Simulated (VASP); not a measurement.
Wanted: the native input for a VASP 6.6.1 run.

```
Task                   : single point
Functional             : PBEsol
Potentials or basis    : VASP PAW PBE potentials, release 64 (Sn_d, Zn, Cu, S)
Cutoff                 : 520 eV
k mesh                 : 7 × 7 × 7
Occupations            : fermi-dirac, width 0.05 eV
Spin                   : no spin polarisation
Dipole correction      : no
Further INCAR settings : ALGO = Normal; EDIFF = 1e-07; NBANDS = 46
```

The structure of ZnCu2SnS4 lies in POSCAR:

```
ZnCu2SnS4
1.0
   -2.6988638801      2.6988638801      5.3883908493
    2.6988638801     -2.6988638801      5.3883908493
    2.6988638801      2.6988638801     -5.3883908493
Sn Zn Cu S
1 1 2 4
Direct
    0.5000000000      0.5000000000      0.0000000000
    0.2500000000      0.7500000000      0.5000000000
    0.7500000000      0.2500000000      0.5000000000
    0.0000000000      0.0000000000      0.0000000000
    0.6279900000      0.6283900000      0.5128000000
    0.8848100000      0.3720100000      0.0004000000
    0.1155900000      0.1151900000      0.4872000000
    0.3716100000      0.8844100000      0.9996000000
```

The input as run:

INCAR

```
SYSTEM = ZnCu2SnS4
  PREC = Accurate
  ENCUT = 520
  EDIFF = 1E-7
  ISMEAR = -1
  SIGMA = 0.05
  LREAL = .FALSE.
  LASPH = .TRUE.
  NELM = 100
  ALGO = Normal
  ISIF = 2
  LWAVE = .FALSE.
  LCHARG = .TRUE.
  GGA = PS
  LELF = .TRUE.
  LVHAR = .TRUE.
  NBANDS = 46
```

KPOINTS

```
regular mesh
0
G
  7 7 7
  0 0 0
```

Potentials or basis: VASP PAW PBE potentials, release 64 (Sn_d, Zn, Cu, S).

Command:

```sh
$ cat potpaw_PBE.64/Sn_d/POTCAR potpaw_PBE.64/Zn/POTCAR potpaw_PBE.64/Cu/POTCAR potpaw_PBE.64/S/POTCAR > POTCAR
$ mpirun -np 1 vasp_std > vasp.out
```

Results of the run:

| Item | Value |
| --- | --- |
| Pressure | 0.0 GPa |
| Largest force | 0.702 eV/Å |
| Band gap on the k mesh | 0.33 eV |

Caveat: semilocal functionals underestimate gaps, and a narrow one can read as zero; the PAW data sets were made with another functional, which shifts forces and pressure a little; spin-orbit coupling is left out, which moves the levels of the heavy elements.

Run time: 6.8 min on 1 thread of Intel(R) Xeon(R) 6975P-C (Granite Rapids), with other jobs on the host, peak memory 0.59 GiB.
